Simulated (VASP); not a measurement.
Write the native input for VASP 6.6.1 that does the following.

```yaml
Task: single point
Functional: r2SCAN
Potentials_or_basis: VASP PAW PBE potentials, release 64 (Ag)
Cutoff: 520 eV
k_mesh: 7 × 7 × 7
Occupations: fermi-dirac, width 0.1 eV
Spin: no spin polarisation
Dipole_correction: no
Further_INCAR_settings: ALGO = Normal; EDIFF = 1e-07; NBANDS = 54
```

The system is Ag.

```xyz
8
Lattice="5.2242 0.0000 0.0000 0.0000 5.2242 0.0000 0.0000 0.0000 5.2242" Properties=species:S:1:pos:R:3 pbc="T T T"
Ag    0.0000    5.2242    0.0000
Ag    2.6121    2.6121    2.6121
Ag    1.3060    0.0000    2.6121
Ag    3.9181    0.0000    2.6121
Ag    2.6121    1.3060    0.0000
Ag    2.6121    3.9181    5.2242
Ag    0.0000    2.6121    1.3060
Ag    0.0000    2.6121    3.9181
```

The input as run:

POSCAR

```
Ag
1.0
    5.2241511445      0.0000000000      0.0000000000
    0.0000000000      5.2241511445      0.0000000000
    0.0000000000      0.0000000000      5.2241511445
Ag
8
Direct
    0.0000000000      1.0000000000      0.0000000000
    0.5000000000      0.5000000000      0.5000000000
    0.2500000000      0.0000000000      0.5000000000
    0.7500000000      0.0000000000      0.5000000000
    0.5000000000      0.2500000000      0.0000000000
    0.5000000000      0.7500000000      1.0000000000
    0.0000000000      0.5000000000      0.2500000000
    0.0000000000      0.5000000000      0.7500000000
```

INCAR.step1

```
  ALGO = Normal
  EDIFF = 1E-4
  ENCUT = 520
  GGA = PE
  ISMEAR = -1
  LASPH = T
  LCHARG = F
  LREAL = F
  LWAVE = T
  NBANDS = 54
  NELM = 100
  PREC = Accurate
  SIGMA = 0.1
```

INCAR.step2

```
  ALGO = Normal
  EDIFF = 1E-7
  ENCUT = 520
  ISIF = 2
  ISMEAR = -1
  ISTART = 1
  LASPH = T
  LCHARG = F
  LMIXTAU = T
  LREAL = F
  LWAVE = F
  METAGGA = R2SCAN
  NBANDS = 54
  NELM = 100
  PREC = Accurate
  SIGMA = 0.1
```

KPOINTS

```
k-points
0
Gamma
  7 7 7
```

Potentials or basis: VASP PAW PBE potentials, release 64 (Ag).

Launch:

```bash
$ cat potpaw_PBE.64/Ag/POTCAR > POTCAR
$ cp INCAR.step1 INCAR
$ mpirun -np 1 vasp_std > vasp.out
$ cp INCAR.step2 INCAR
$ mpirun -np 1 vasp_std > vasp.out
```

Results of the run:

* Pressure: 0.2 GPa
* Band gap on the k mesh: zero (band 44 reaches 8.86 eV, above the bottom of band 45 at 7.06 eV)

Caveat: the PAW data sets were made with another functional, which shifts forces and pressure a little.

Wall time 10 min on 1 thread of Intel(R) Xeon(R) Platinum 8375C CPU @ 2.90GHz (Ice Lake), on a shared host, peak memory 0.3 GiB.
